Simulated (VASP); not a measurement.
# Te (Fd-3m) in VASP: single point with r2SCAN

Aim: the single point of Te with r2SCAN.

Program: VASP 6.6.1. These are calculated values, not measurements. Logs are shortened: lines on timing, memory, paths and dates and some standing lists are left out, and cuts for length are marked.

**1. The cell of the first run**

It takes space group Fd-3m (No. 227, cubic). The conventional cell has a = 7.145 Å, b = 7.145 Å, c = 7.145 Å, α = 90.00°, β = 90.00°, γ = 90.00°. Within 4.1 Å of Te (site symmetry -43m) lie 4 Te at 3.09 Å.

This isn't the form of Te at room conditions, which is trigonal, of chains.

**2. Single point, r2SCAN, non-collinear spin, zero start, spin-orbit coupling**

The input, POSCAR:

```
Te
1.0
    0.0000000000      3.5723885672      3.5723885672
    3.5723885672      0.0000000000      3.5723885672
    3.5723885672      3.5723885672      0.0000000000
Te
2
Direct
    0.1250000000      0.1250000000      0.1250000000
    0.8750000000      0.8750000000      0.8750000000
```

The input, INCAR.step1:

```
SYSTEM = Te
  PREC = Accurate
  ENCUT = 520
  ISMEAR = -1
  SIGMA = 0.1
  LREAL = .FALSE.
  LASPH = .TRUE.
  NELM = 150
  LNONCOLLINEAR = .TRUE.
  MAGMOM = 0 0 0 0 0 0
  LSORBIT = .TRUE.
  GGA_COMPAT = .FALSE.
  NBANDS = 24
  GGA = PE
  ALGO = Normal
  EDIFF = 1E-4
  LWAVE = .TRUE.
  LCHARG = .FALSE.
```

The input, INCAR.step2:

```
SYSTEM = Te
  PREC = Accurate
  ENCUT = 520
  EDIFF = 1E-7
  ISMEAR = -1
  SIGMA = 0.1
  LREAL = .FALSE.
  LASPH = .TRUE.
  NELM = 150
  ALGO = Normal
  ISIF = 2
  LWAVE = .FALSE.
  LCHARG = .TRUE.
  LNONCOLLINEAR = .TRUE.
  MAGMOM = 0 0 0 0 0 0
  LORBIT = 11
  LSORBIT = .TRUE.
  GGA_COMPAT = .FALSE.
  LORBMOM = .TRUE.
  METAGGA = R2SCAN
  LMIXTAU = .TRUE.
  LVHAR = .TRUE.
  NBANDS = 24
  ISTART = 1
```

The input, KPOINTS:

```
regular mesh
0
G
  8 8 8
  0 0 0
```

Potentials or basis: VASP PAW PBE potentials, release 64 (Te).

Launch:

```console
> cat potpaw_PBE.64/Te/POTCAR > POTCAR
> cp INCAR.step1 INCAR
> mpirun -np 1 vasp_ncl > vasp.out
> cp INCAR.step2 INCAR
> mpirun -np 1 vasp_ncl > vasp.out
```

OUTCAR:

```text
SYSTEM = Te
   PREC = Accurate
   ENCUT = 520
   EDIFF = 1E-7
   ISMEAR = -1
   LREAL = .FALSE.
   LASPH = .TRUE.
   NELM = 150
   ISIF = 2
   LNONCOLLINEAR = .TRUE.
   LORBIT = 11
   LSORBIT = .TRUE.
   METAGGA = R2SCAN
   ISTART = 1

 ion  position               nearest neighbor table
   1  0.125  0.125  0.125-   2 3.09   2 3.09   2 3.09   2 3.09
   2  0.875  0.875  0.875-   1 3.09   1 3.09   1 3.09   1 3.09

  LATTYP: Found a face centered cubic cell.
 ALAT       =     7.1447771344

  Lattice vectors:

 A1 = (   0.0000000000,   3.5723885672,   3.5723885672)
 A2 = (   3.5723885672,   0.0000000000,   3.5723885672)
 A3 = (   3.5723885672,   3.5723885672,   0.0000000000)

Analysis of symmetry for initial positions (statically):
=====================================================================
 Subroutine PRICEL returns:
 Original cell was already a primitive cell.

 Routine SETGRP: Setting up the symmetry group for a
 face centered cubic supercell.

 Subroutine GETGRP returns: Found 48 space group operations
 (whereof 12 operations were pure point group operations)
 out of a pool of 48 trial point group operations.

The static configuration has the point symmetry D_3d.
 The point group associated with its full space group is O_h .

Analysis of symmetry for dynamics (positions and initial velocities):
=====================================================================
 Subroutine PRICEL returns:
 Original cell was already a primitive cell.

 Routine SETGRP: Setting up the symmetry group for a
 face centered cubic supercell.

 Subroutine GETGRP returns: Found 48 space group operations
 (whereof 12 operations were pure point group operations)
 out of a pool of 48 trial point group operations.

The dynamic configuration has the point symmetry D_3d.
 The point group associated with its full space group is O_h .

Analysis of structural, dynamic, and magnetic symmetry:
=====================================================================
 Subroutine PRICEL returns:
 Original cell was already a primitive cell.

 Routine SETGRP: Setting up the symmetry group for a
 face centered cubic supercell.

 Subroutine GETGRP returns: Found 48 space group operations
 (whereof 12 operations were pure point group operations)
 out of a pool of 48 trial point group operations.

The overall configuration has the point symmetry D_3d.
 The point group associated with its full space group is O_h .

 Subroutine INISYM returns: Found 48 space group operations
 (whereof 12 operations are pure point group operations),
 and found     1 'primitive' translations

----------------------------------------------------------------------------------------

                                     Primitive cell

  volume of cell :      91.1814

  direct lattice vectors                    reciprocal lattice vectors
     0.000000000  3.572388567  3.572388567    -0.139962378  0.139962378  0.139962378
     3.572388567  0.000000000  3.572388567     0.139962378 -0.139962378  0.139962378
     3.572388567  3.572388567  0.000000000     0.139962378  0.139962378 -0.139962378

  length of vectors
     5.052120362  5.052120362  5.052120362     0.242421950  0.242421950  0.242421950

  position of ions in fractional coordinates (direct lattice)
     0.125000000  0.125000000  0.125000000
     0.875000000  0.875000000  0.875000000

  ion indices of the primitive-cell ions
   primitive index   ion index
                 1           1
                 2           2

----------------------------------------------------------------------------------------

 KPOINTS: regular mesh

Automatic generation of k-mesh.
 Grid dimensions read from file:
 generate k-points for:    8    8    8

 Generating k-lattice:

  Cartesian coordinates                     Fractional coordinates (reciprocal lattice)
    -0.017495297  0.017495297  0.017495297     0.125000000  0.000000000  0.000000000
     0.017495297 -0.017495297  0.017495297     0.000000000  0.125000000  0.000000000
     0.017495297  0.017495297 -0.017495297     0.000000000  0.000000000  0.125000000

  Length of vectors
     0.030302744  0.030302744  0.030302744
[... 99 lines left out ...]
  ext. energy  EPLUGINS =         0.00000000
  ---------------------------------------------------
  free energy    TOTEN  =       -50.06930052 eV

  energy without entropy =      -50.00908860  energy(sigma->0) =      -50.03919456

 E-fermi :   3.2745     XC(G=0):  -8.0445

 val. band max:        3.2636418879   @ k =  -0.3750   0.2500   0.0000
 cond. band min:       3.2782659037   @ k =   0.5000   0.0000   0.0000
 fundamental gap:      0.0146240159
 Fermi energy:         3.2745212161

 k-point     1 :       0.0000    0.0000    0.0000
  band No.  band energies     occupation
      1     -10.2940      1.00000
      2     -10.2940      1.00000
      3      -5.5583      1.00000
      4      -5.5583      1.00000
      5      -0.4663      1.00000
      6      -0.4663      1.00000
[... 637 lines left out ...]
     23      10.8466      0.00000
     24      10.8466      0.00000

 [... further k-points ...]

------------------------ aborting loop because EDIFF is reached ----------------------------------------

  FORCE on cell =-STRESS in cart. coord.  units (eV):
  Direction    XX          YY          ZZ          XY          YZ          ZX
  --------------------------------------------------------------------------------------
  -------------------------------------------------------------------------------------
  Total        0.1681883      0.1681883      0.1681883      0.0000000      0.0000000      0.0000000
  in kB        2.9552912      2.9552912      2.9552912      0.0000000      0.0000000      0.0000000
  external PRESSURE =       2.9552912 kB  Pullay stress =       0.0000000 kB

 VOLUME and BASIS-vectors are now :
 -----------------------------------------------------------------------------
  energy-cutoff  :      520.00
  volume of cell :       91.18
      direct lattice vectors                 reciprocal lattice vectors
     0.000000000  3.572388567  3.572388567    -0.139962378  0.139962378  0.139962378
     3.572388567  0.000000000  3.572388567     0.139962378 -0.139962378  0.139962378
     3.572388567  3.572388567  0.000000000     0.139962378  0.139962378 -0.139962378

 POSITION                                       TOTAL-FORCE (eV/Angst)
 -----------------------------------------------------------------------------------
      0.89310      0.89310      0.89310         0.000000      0.000000      0.000000
      6.25168      6.25168      6.25168        -0.000000     -0.000000     -0.000000
 -----------------------------------------------------------------------------------
    total drift:                                0.000000     -0.000000     -0.000000

  FREE ENERGIE OF THE ION-ELECTRON SYSTEM (eV)
  ---------------------------------------------------
  free  energy   TOTEN  =       -50.0693005220 eV

  energy  without entropy=      -50.0090885970  energy(sigma->0) =      -50.03919456

 orbital moment (x)

 # of ion     p       d       tot
 ----------------------------------------
  1         0.000  -0.000   0.000
  2        -0.000  -0.000  -0.000
 ----------------------------------------
           -0.000  -0.000  -0.000

 orbital moment (y)

 # of ion     p       d       tot
 ----------------------------------------
  1        -0.000  -0.000  -0.000
  2         0.000  -0.000   0.000
 ----------------------------------------
           -0.000  -0.000  -0.000

 orbital moment (z)

 # of ion     p       d       tot
 ----------------------------------------
  1         0.000   0.000   0.000
  2         0.000   0.000   0.000
 ----------------------------------------
            0.000   0.000   0.000

 Spin-Orbit-Coupling matrix elements

 Ion:    1  E_soc:     -0.2714753
 l=   1
     0.0000000    -0.0452955    -0.0452955
    -0.0452955     0.0000000    -0.0452955
    -0.0452955    -0.0452955     0.0000000
 l=   2
     0.0000000     0.0000409     0.0000000     0.0000409     0.0000087
     0.0000409     0.0000000     0.0000065     0.0000409     0.0000022
     0.0000000     0.0000065     0.0000000     0.0000065     0.0000000
     0.0000409     0.0000409     0.0000065     0.0000000     0.0000022
     0.0000087     0.0000022     0.0000000     0.0000022     0.0000000
 l=   3
     0.0000000     0.0000000     0.0000000     0.0000000     0.0000000     0.0000000     0.0000000
     0.0000000     0.0000000     0.0000000     0.0000000     0.0000000     0.0000000     0.0000000
     0.0000000     0.0000000     0.0000000     0.0000000     0.0000000     0.0000000     0.0000000
     0.0000000     0.0000000     0.0000000     0.0000000     0.0000000     0.0000000     0.0000000
     0.0000000     0.0000000     0.0000000     0.0000000     0.0000000     0.0000000     0.0000000
     0.0000000     0.0000000     0.0000000     0.0000000     0.0000000     0.0000000     0.0000000
     0.0000000     0.0000000     0.0000000     0.0000000     0.0000000     0.0000000     0.0000000

 Ion:    2  E_soc:     -0.2714753
 l=   1
     0.0000000    -0.0452955    -0.0452955
    -0.0452955     0.0000000    -0.0452955
    -0.0452955    -0.0452955     0.0000000
 l=   2
     0.0000000     0.0000409     0.0000000     0.0000409     0.0000087
     0.0000409     0.0000000     0.0000065     0.0000409     0.0000022
     0.0000000     0.0000065     0.0000000     0.0000065     0.0000000
     0.0000409     0.0000409     0.0000065     0.0000000     0.0000022
     0.0000087     0.0000022     0.0000000     0.0000022     0.0000000
 l=   3
     0.0000000     0.0000000     0.0000000     0.0000000     0.0000000     0.0000000     0.0000000
     0.0000000     0.0000000     0.0000000     0.0000000     0.0000000     0.0000000     0.0000000
     0.0000000     0.0000000     0.0000000     0.0000000     0.0000000     0.0000000     0.0000000
     0.0000000     0.0000000     0.0000000     0.0000000     0.0000000     0.0000000     0.0000000
     0.0000000     0.0000000     0.0000000     0.0000000     0.0000000     0.0000000     0.0000000
     0.0000000     0.0000000     0.0000000     0.0000000     0.0000000     0.0000000     0.0000000
     0.0000000     0.0000000     0.0000000     0.0000000     0.0000000     0.0000000     0.0000000

 total charge

# of ion       s       p       d       tot
------------------------------------------
    1        1.456   1.794   0.032   3.283
    2        1.456   1.794   0.032   3.283
--------------------------------------------------
tot          2.912   3.588   0.065   6.565

 magnetization (x)

# of ion       s       p       d       tot
------------------------------------------
    1        0.000  -0.000  -0.000  -0.000
    2        0.000   0.000  -0.000   0.000
--------------------------------------------------
tot          0.000   0.000  -0.000   0.000

 magnetization (y)

# of ion       s       p       d       tot
------------------------------------------
    1        0.000  -0.000   0.000  -0.000
    2        0.000  -0.000   0.000  -0.000
--------------------------------------------------
tot          0.000  -0.000   0.000  -0.000

 magnetization (z)

# of ion       s       p       d       tot
------------------------------------------
    1        0.000  -0.000   0.000  -0.000
    2        0.000   0.000   0.000   0.000
--------------------------------------------------
tot          0.000  -0.000   0.000  -0.000
```

Run time: 21 min. Hardware: 1 thread of Oxide Virtual Turin-like, shared host; peak memory 0.58 GiB.

What came out:

```
Free energy                                           : -50.0693 eV
Pressure                                              : 0.3 GPa
Net moment                                            : 0.00 μB per cell
Valence electrons inside the program's atomic spheres : Te 3.28
```

Moments on the atoms (μB; x, y, z):
```
Te  0.00 0.00 0.00
Te  0.00 0.00 0.00
```

Caveat: the PAW data sets were made with another functional, which shifts forces and pressure a little.
